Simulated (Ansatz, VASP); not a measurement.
**One calculation of BeS, two programs**

The input INCAR:

```
SYSTEM = BeS
PREC = Accurate ; ENCUT = 600
EDIFF = 1E-6 ; ISMEAR = 0
SIGMA = 0.01 ; LREAL = .FALSE.
LASPH = .TRUE. ; NELM = 120
ALGO = Normal ; ISIF = 2
LWAVE = .FALSE. ; LCHARG = .FALSE.
GGA = PS ; NBANDS = 11
GGA_COMPAT = .FALSE.
```

File KPOINTS:

```
Automatic mesh
0
G
  8 8 8
  0 0 0
```

Contents of POSCAR:

```
BeS
1.0
    0.0000000000      2.4350000000      2.4350000000
    2.4350000000      0.0000000000      2.4350000000
    2.4350000000      2.4350000000      0.0000000000
Be S
1 1
Direct
    0.0000000000      0.0000000000      0.0000000000
    0.2500000000      0.2500000000      0.2500000000
```

Input for Ansatz:

```yaml
crystal:
  lattice:
    - [0.0, 2.435, 2.435]
    - [2.435, 0.0, 2.435]
    - [2.435, 2.435, 0.0]
  atoms:
    - { symbol: Be, position: [0.0, 0.0, 0.0] }
    - { symbol: S, position: [0.25, 0.25, 0.25] }
basis:
  ecutwfc: 420
kpoints:
  mp_grid: { grid: [8, 8, 8] }
  band_path:
    path:
      - [0.0, 0.0, 0.0]
      - [0.0, 0.0, 0.0]
      - [0.0, 0.0, 0.0]
      - [0.0, 0.0, 0.0]
      - [0.0, 0.0, 0.0]
      - [0.0, 0.0, 0.0]
      - [0.0, 0.0, 0.0]
      - [0.0, 0.0, 0.0]
      - [0.0, 0.0, 0.0]
      - [0.0, 0.0, 0.0]
      - [0.0, 0.0, 0.0]
      - [0.0, 0.0, 0.0]
      - [0.0, 0.0, 0.0]
      - [0.0, 0.0, 0.0]
      - [0.0, 0.0, 0.0]
      - [0.0, 0.0, 0.0]
      - [0.0, 0.0, 0.0]
      - [0.0, 0.0, 0.0]
      - [0.0, 0.0, 0.0]
      - [0.0, 0.0, 0.0]
      - [0.0, 0.0, 0.0]
      - [0.0, 0.0, 0.0]
      - [0.0, 0.0, 0.0]
      - [0.0, 0.0, 0.0]
      - [0.0, 0.0, 0.0]
      - [0.0, 0.0, 0.0]
      - [0.3, 0.3, 0.0]
      - [0.3166666667, 0.3166666667, 0.0]
      - [0.3333333333, 0.3333333333, 0.0]
      - [0.35, 0.35, 0.0]
      - [0.3666666667, 0.3666666667, 0.0]
      - [0.3833333333, 0.3833333333, 0.0]
      - [0.4, 0.4, 0.0]
      - [0.4166666667, 0.4166666667, 0.0]
      - [0.4333333333, 0.4333333333, 0.0]
      - [0.45, 0.45, 0.0]
      - [0.4666666667, 0.4666666667, 0.0]
      - [0.4833333333, 0.4833333333, 0.0]
      - [0.5, 0.5, 0.0]
      - [0.5, 0.5, 0.5]
      - [0.5, 0.5, 0.5]
      - [0.5, 0.5, 0.5]
      - [0.5, 0.5, 0.5]
      - [0.5, 0.5, 0.5]
      - [0.5, 0.5, 0.5]
      - [0.5, 0.5, 0.5]
      - [0.5, 0.5, 0.5]
      - [0.5, 0.5, 0.5]
      - [0.5, 0.5, 0.5]
      - [0.5, 0.5, 0.5]
      - [0.5, 0.5, 0.5]
      - [0.5, 0.5, 0.5]
    npoints: 1
hamiltonian:
  xc: pbesol
  pseudopotentials: { kind: paw, azcp: { folder: soft_1 } }
scf:
  occupations: { method: fixed }
  n_extra_bands: 5
output:
  eigenvalues: true
```

Alike in both runs: task single point; functional PBEsol; k mesh 8 × 8 × 8; no spin polarisation.

```csv
,VASP,Ansatz
version,VASP 6.6.1,Ansatz 0.2.0
potentials or method,"VASP PAW PBE potentials, release 64 (Be, S), cutoff 600 eV","scalar-relativistic, plane waves, PAW"
occupations,"gaussian, width 0.01 eV",fixed
valence electrons in the cell,8,8
```

|  | VASP | Ansatz | Ansatz less VASP |
| --- | --- | --- | --- |
| gap on the k mesh at the Fermi level (eV) | 2.96 | 2.95 | -0.002 |
| least direct gap on the mesh (eV) | 5.59 | 5.58 | -0.007 |

VASP's potentials were made for PBE, not for PBEsol, and Ansatz warns of the same on its side.
